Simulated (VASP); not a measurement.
Input of a VASP 6.6.1 run:

The input INCAR:

```
PREC     = Accurate       # precision mode
ENCUT    = 600            # plane-wave cutoff, eV
EDIFF    = 1E-6           # SCF threshold, eV
ISMEAR   = 0              # smearing method
SIGMA    = 0.01           # smearing width, eV
LREAL    = False          # projectors in reciprocal space
LASPH    = True           # aspherical terms in the spheres
NELM     = 120            # most SCF steps
ALGO     = Normal         # electronic algorithm
ISIF     = 2              # what is computed and relaxed
LWAVE    = False          # write WAVECAR
LCHARG   = False          # write CHGCAR
GGA      = CA             # functional
NBANDS   = 11             # bands
GGA_COMPAT= False
```

Contents of KPOINTS:

```
regular mesh
0
Gamma
  12 12 12
```

Contents of POSCAR:

```
BN
1.0
    0.0000000000      1.7907075000      1.7907075000
    1.7907075000      0.0000000000      1.7907075000
    1.7907075000      1.7907075000      0.0000000000
B N
1 1
Direct
    0.0000000000      0.0000000000      0.0000000000
    0.2500000000      0.2500000000      0.2500000000
```

Potentials or basis: VASP PAW LDA potentials, release 64 (B, N).

Launch:

```sh
$ cat potpaw_LDA.64/B/POTCAR potpaw_LDA.64/N/POTCAR > POTCAR
$ mpirun -np 1 vasp_std > vasp.out
```

(1) Predict the pressure.

(2) What does it give for the band gap on the k mesh?

Results:

(1) 0.5 GPa.

(2) 4.38 eV (least direct gap 8.82 eV).
